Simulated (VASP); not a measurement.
# ZrTaN (P4_2/mmc) in VASP: further runs, part 2 of 2

VASP 6.6.1. Earlier steps stand in the parts before.

**3. Single point, PBE**

This run uses another cell than the first one, of 16.10 Å³/atom, 1.185 times its volume.

INCAR

```
SYSTEM = ZrTaN
PREC = Accurate
ENCUT = 520
EDIFF = 1E-6
ISMEAR = 0
SIGMA = 0.1
LREAL = .FALSE.
LASPH = .TRUE.
NELM = 80
ALGO = Normal
ISIF = 2
LWAVE = .FALSE.
LCHARG = .FALSE.
GGA = PE
NBANDS = 37
```

KPOINTS

```
Automatic mesh
0
G
  6 6 4
  0 0 0
```

POSCAR

```
ZrTaN
1.0
    3.9064368847      0.0000000000      0.0000000000
    0.0000000000      3.9064368847      0.0000000000
    0.0000000000      0.0000000000      6.3304102373
Zr Ta N
2 2 2
Direct
    0.0000000000      0.0000000000      0.7500000000
    0.0000000000      0.0000000000      0.2500000000
    0.5000000000      0.5000000000      0.0000000000
    0.5000000000      0.5000000000      0.5000000000
    0.5000000000      0.0000000000      0.5000000000
    0.0000000000      0.5000000000      0.0000000000
```

Potentials or basis: VASP PAW PBE potentials, release 64 (Zr_sv, Ta_pv, N).

The run is started by

```sh
$ cat potpaw_PBE.64/Zr_sv/POTCAR potpaw_PBE.64/Ta_pv/POTCAR potpaw_PBE.64/N/POTCAR > POTCAR
$ mpirun -np 1 vasp_std > vasp.out
```

OUTCAR:

```text
SYSTEM = ZrTaN
   PREC = Accurate
   ENCUT = 520
   EDIFF = 1E-6
   ISMEAR = 0
   LREAL = .FALSE.
   LASPH = .TRUE.
   NELM = 80
   ISIF = 2
   GGA = PE

 ion  position               nearest neighbor table
   1  0.000  0.000  0.750-   5 2.51   6 2.51   6 2.51   5 2.51   2 3.17   2 3.17   3 3.18   4 3.18
                             4 3.18   3 3.18   4 3.18   3 3.18   3 3.18   4 3.18
   2  0.000  0.000  0.250-   5 2.51   6 2.51   6 2.51   5 2.51   1 3.17   1 3.17   3 3.18   4 3.18
                             4 3.18   3 3.18   4 3.18   3 3.18   3 3.18   4 3.18
   3  0.500  0.500  0.000-   6 1.95   6 1.95   4 3.17   4 3.17   1 3.18   1 3.18   2 3.18   1 3.18
                             2 3.18   2 3.18   1 3.18   2 3.18
   4  0.500  0.500  0.500-   5 1.95   5 1.95   3 3.17   3 3.17   1 3.18   1 3.18   2 3.18   2 3.18
                             1 3.18   2 3.18   1 3.18   2 3.18
   5  0.500  0.000  0.500-   4 1.95   4 1.95   1 2.51   2 2.51   1 2.51   2 2.51
   6  0.000  0.500  0.000-   3 1.95   3 1.95   1 2.51   1 2.51   2 2.51   2 2.51

  LATTYP: Found a simple tetragonal cell.
 ALAT       =     3.9064368847
 C/A-ratio  =     1.6205074916

  Lattice vectors:

 A1 = (   3.9064368847,   0.0000000000,   0.0000000000)
 A2 = (   0.0000000000,   3.9064368847,   0.0000000000)
 A3 = (   0.0000000000,   0.0000000000,   6.3304102373)

Analysis of symmetry for initial positions (statically):
=====================================================================
 Subroutine PRICEL returns:
 Original cell was already a primitive cell.

 Routine SETGRP: Setting up the symmetry group for a
 simple tetragonal supercell.

 Subroutine GETGRP returns: Found 16 space group operations
 (whereof  8 operations were pure point group operations)
 out of a pool of 16 trial point group operations.

The static configuration has the point symmetry D_2h.
 The point group associated with its full space group is D_4h.

Analysis of symmetry for dynamics (positions and initial velocities):
=====================================================================
 Subroutine PRICEL returns:
 Original cell was already a primitive cell.

 Routine SETGRP: Setting up the symmetry group for a
[... 136 lines left out ...]
  volume/ion in A,a.u.               =      16.10       108.65
  Fermi-wavevector in a.u.,A,eV,Ry     =   1.365022  2.579518 25.351536  1.863285
  Thomas-Fermi vector in A             =   2.491287
   LORBIT       =      0    0 simple, 1 ext, 2 COOP (PROOUT), +10 PAW based schemes
   GGA     = PE    functional components
   LHFCALC =     F    Hartree Fock is set to
   AEXX    =    0.0000 exact exchange contribution
   IVDW    =     0    specifies the selected vdW correction
   LEPSILON=     F    determine dielectric tensor
   LRPA    =     F    only Hartree local field effects (RPA)
 non-spin polarized calculation
 Gauss-broadening in eV      SIGMA  =   0.10
  energy-cutoff  :      520.00
  volume of cell :       96.60
 maximum number of plane-waves:      2636
 NGX is ok and might be reduce to    30
   NGX = 15   NGY = 15   NGZ = 23

 number of electron      56.0000000 magnetization

 Free energy of the ion-electron system (eV)
  ---------------------------------------------------
  ext. energy  EPLUGINS =         0.00000000
  ---------------------------------------------------
  free energy    TOTEN  =       -61.17839290 eV

  energy without entropy =      -61.16500991  energy(sigma->0) =      -61.17170141

 E-fermi :   7.7697     XC(G=0): -11.7968

 val. band max:        7.7371043096   @ k =   0.3333   0.0000   0.5000
 cond. band min:       7.7759297922   @ k =   0.5000   0.0000   0.5000
 fundamental gap:      0.0388254826
 Fermi energy:         7.7696771449

 k-point     1 :       0.0000    0.0000    0.0000
  band No.  band energies     occupation
      1     -41.4934      2.00000
      2     -41.4373      2.00000
      3     -26.9081      2.00000
      4     -26.9081      2.00000
      5     -26.7853      2.00000
      6     -26.6502      2.00000
[... 949 lines left out ...]
     36      11.3404      0.00000
     37      11.3898      0.00000

 [... further k-points ...]
[... 5 lines left out ...]
  --------------------------------------------------------------------------------------
  -------------------------------------------------------------------------------------
  Total        0.2307432      0.2307432      0.0227882     -0.0000000      0.0000000      0.0000000
  in kB        3.8268905      3.8268905      0.3779430     -0.0000000      0.0000000      0.0000000
  external PRESSURE =       2.6772414 kB  Pullay stress =       0.0000000 kB

 VOLUME and BASIS-vectors are now :
 -----------------------------------------------------------------------------
  energy-cutoff  :      520.00
  volume of cell :       96.60
      direct lattice vectors                 reciprocal lattice vectors
     3.906436885  0.000000000  0.000000000     0.255987753  0.000000000  0.000000000
     0.000000000  3.906436885  0.000000000     0.000000000  0.255987753  0.000000000
     0.000000000  0.000000000  6.330410237     0.000000000  0.000000000  0.157967645

 POSITION                                       TOTAL-FORCE (eV/Angst)
 -----------------------------------------------------------------------------------
      0.00000      0.00000      4.74781         0.000000      0.000000      0.000000
      0.00000      0.00000      1.58260         0.000000     -0.000000     -0.000000
      1.95322      1.95322      0.00000         0.000000     -0.000000      0.000000
      1.95322      1.95322      3.16521         0.000000     -0.000000      0.000000
      1.95322      0.00000      3.16521         0.000000     -0.000000      0.000000
      0.00000      1.95322      0.00000         0.000000     -0.000000      0.000000
 -----------------------------------------------------------------------------------
    total drift:                                0.000000      0.000000      0.000000

  FREE ENERGIE OF THE ION-ELECTRON SYSTEM (eV)
  ---------------------------------------------------
  free  energy   TOTEN  =       -61.1783929043 eV

  energy  without entropy=      -61.1650099105  energy(sigma->0) =      -61.17170141
```

Run time: 50 s. Hardware: 1 thread of Intel Xeon Platinum 8559C (Emerald Rapids), shared host; peak memory 0.25 GiB.

Results:

```
Free energy            : -61.1784 eV
Pressure               : 0.3 GPa
Band gap on the k mesh : zero (band 28 reaches 7.95 eV, above the bottom of band 29 at 7.63 eV)
```

Caveat: spin-orbit coupling is left out, which moves the levels of the heavy elements.

**4. Single point, PBE**

This run uses another cell than the first one, of 16.10 Å³/atom, 1.185 times its volume.

INCAR

```
SYSTEM = ZrTaN
PREC = Accurate
ENCUT = 600
EDIFF = 1E-6
ISMEAR = 0
SIGMA = 0.1
LREAL = .FALSE.
LASPH = .TRUE.
NELM = 120
ALGO = Normal
ISIF = 2
LWAVE = .FALSE.
LCHARG = .FALSE.
GGA = PE
NBANDS = 39
GGA_COMPAT = .FALSE.
```

KPOINTS is that of step 3.

POSCAR is that of step 3.

Potentials or basis: VASP PAW PBE potentials, release 64 (Zr_sv, Ta_sv_GW, N).

The run is started by

```sh
$ cat potpaw_PBE.64/Zr_sv/POTCAR potpaw_PBE.64/Ta_sv_GW/POTCAR potpaw_PBE.64/N/POTCAR > POTCAR
$ mpirun -np 1 vasp_std > vasp.out
```

Wall time 1.9 min (1 thread of Intel Xeon 6975P-C (Granite Rapids), shared host); peak memory 0.3 GiB.

It converged, with:

```
Free energy            : -66.2007 eV
Pressure               : 0.0 GPa
Band gap on the k mesh : zero (band 30 reaches 9.82 eV, above the bottom of band 31 at 9.50 eV)
```

Stress tensor (GPa, compression positive):
```
 0.08  0.00  0.00
 0.00  0.08  0.00
 0.00  0.00 -0.09
```

Levels at points of the mesh, in eV from the Fermi level:
| k point | band 26 | band 27 | band 28 | band 29 | band 30 | band 31 | band 32 | band 33 | band 34 | band 35 |
| --- | --- | --- | --- | --- | --- | --- | --- | --- | --- | --- |
| (0.00, 0.00, 0.00) | -2.46 | -2.46 | -1.20 | -0.57 | -0.57 | 0.76 | 0.86 | 1.03 | 1.03 | 1.73 |
| (0.50, 0.00, 0.00) | -2.15 | -2.06 | -1.12 | -1.09 | -0.25 | 0.08 | 1.15 | 1.45 | 1.53 | 2.24 |
| (0.50, 0.50, 0.00) | -1.31 | -1.31 | -0.96 | -0.60 | -0.60 | 0.50 | 1.35 | 1.89 | 2.23 | 2.90 |
| (0.00, 0.00, 0.50) | -2.37 | -1.69 | -1.69 | -0.54 | -0.54 | 0.09 | 0.09 | 0.22 | 0.22 | 1.91 |
| (0.50, 0.00, 0.50) | -1.82 | -1.46 | -1.38 | -1.35 | -0.24 | 0.01 | 0.61 | 0.69 | 0.90 | 1.71 |
| (0.50, 0.50, 0.50) | -2.38 | -1.19 | -1.19 | -0.83 | -0.83 | 1.73 | 1.73 | 1.90 | 1.90 | 2.10 |

Caveat: spin-orbit coupling is left out, which moves the levels of the heavy elements.

**5. The runs side by side**

| potentials or basis | cell | cutoff (eV) | second run | gap on the mesh (eV) | pressure (GPa) |
| --- | --- | --- | --- | --- | --- |
| VASP PAW PBE potentials, release 64 (Zr_sv, Ta_pv, N) | a = 3.512, b = 3.512, c = 6.610 Å, 6 atoms | 520 | - | none | 67.3 |
| VASP PAW PBE potentials, release 64 (Zr_sv, Ta_pv, N) | a = 3.906, b = 3.906, c = 6.330 Å, 6 atoms | 520 | - | none | 0.3 |
| VASP PAW PBE potentials, release 64 (Zr_sv, Ta_sv_GW, N) | a = 3.906, b = 3.906, c = 6.330 Å, 6 atoms | 600 | valence_matched | none | 0.0 |

Alike in all rows: task single point; level PBE; no spin polarisation; k mesh 6 × 6 × 4; smearing gaussian 0.1 eV.

Caveats: spin-orbit coupling is left out, which moves the levels of the heavy elements.

Total energies depend on the potentials used, so only differences within one code and one set of settings carry meaning.
